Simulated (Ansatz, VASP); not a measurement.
**ZrIn2S2: VASP beside Ansatz**

The input INCAR:

```
SYSTEM = ZrIn2S2
PREC = Accurate
ENCUT = 600
EDIFF = 1E-6
ISMEAR = 0
SIGMA = 0.1
LREAL = .False.
LASPH = .True.
NELM = 80
ALGO = Normal
ISIF = 3
LWAVE = .False.
LCHARG = .False.
GGA = PE
IBRION = 2
NSW = 100
EDIFFG = -0.01
```

The input KPOINTS:

```
Automatic mesh
0
Gamma
  12 12 4
  0 0 0
```

POSCAR

```
ZrIn2S2
1.0
    3.5716471779      0.0000000000      0.0000000000
   -1.7858235890      3.0931371894      0.0000000000
    0.0000000000      0.0000000000     11.1171593925
Zr In S
1 2 2
Direct
    0.0000000000      0.0000000000      0.0000000000
    0.3333333333      0.6666666667      0.3849282672
    0.6666666667      0.3333333333      0.6150717328
    0.3333333333      0.6666666667      0.8603132547
    0.6666666667      0.3333333333      0.1396867453
```

Input for Ansatz:

```yaml
crystal:
  lattice:
    - [3.5716471779, 0.0, 0.0]
    - [-1.785823589, 3.0931371894, 0.0]
    - [0.0, 0.0, 11.1171593925]
  atoms:
    - { symbol: Zr, position: [0.0, 0.0, 0.0] }
    - { symbol: In, position: [0.3333333333, 0.6666666667, 0.3849282672] }
    - { symbol: In, position: [0.6666666667, 0.3333333333, 0.6150717328] }
    - { symbol: S, position: [0.3333333333, 0.6666666667, 0.8603132547] }
    - { symbol: S, position: [0.6666666667, 0.3333333333, 0.1396867453] }
basis:
  ecutwfc: 420
kpoints:
  mp_grid: { grid: [12, 12, 4] }
hamiltonian:
  xc: pbe
scf:
  occupations: { method: gaussian, width: 0.1 }
output:
  forces: true
  stress: true
  eigenvalues: true
  write_density: true
  write_potential: true
  elf: true
  volumetric_format: npy
relax:
  adjacent_minimum: "off"
  f_tol: 0.01
  max_steps: 80
  cell: { stress_tol: 0.05 }
```

Change from the starting cell: species swapped into the SrCd2Sb2 type (P-3m1, No. 164).

Alike in both runs: task relaxation of cell and atoms; functional PBE; k mesh 12 × 12 × 4; occupations gaussian, width 0.1 eV; no spin polarisation.

|  | VASP | Ansatz |
| --- | --- | --- |
| version | VASP 6.6.1 | Ansatz 0.2.0 |
| potentials or method | VASP PAW PBE potentials, release 64 (Zr_sv, In_d, S), cutoff 600 eV | scalar-relativistic, plane waves, PAW |
| valence electrons in the cell | 50 | 50 |

Ansatz gave:

| Quantity | Value |
| --- | --- |
| gap on the k mesh at the Fermi level, each at its own relaxed structure (eV) | none |
| relaxed volume (Å³/atom) | 24.43 |
| relaxed length of the cell vector where the two differ most in proportion (Å) | 11.205 |

Q: Estimate VASP's values.

A: gap on the k mesh at the Fermi level, each at its own relaxed structure (eV): none; relaxed volume (Å³/atom): 24.40; relaxed length of the cell vector where the two differ most in proportion (Å): 11.192.

A gap of «none» marks a metal or a gap that the smearing closes.
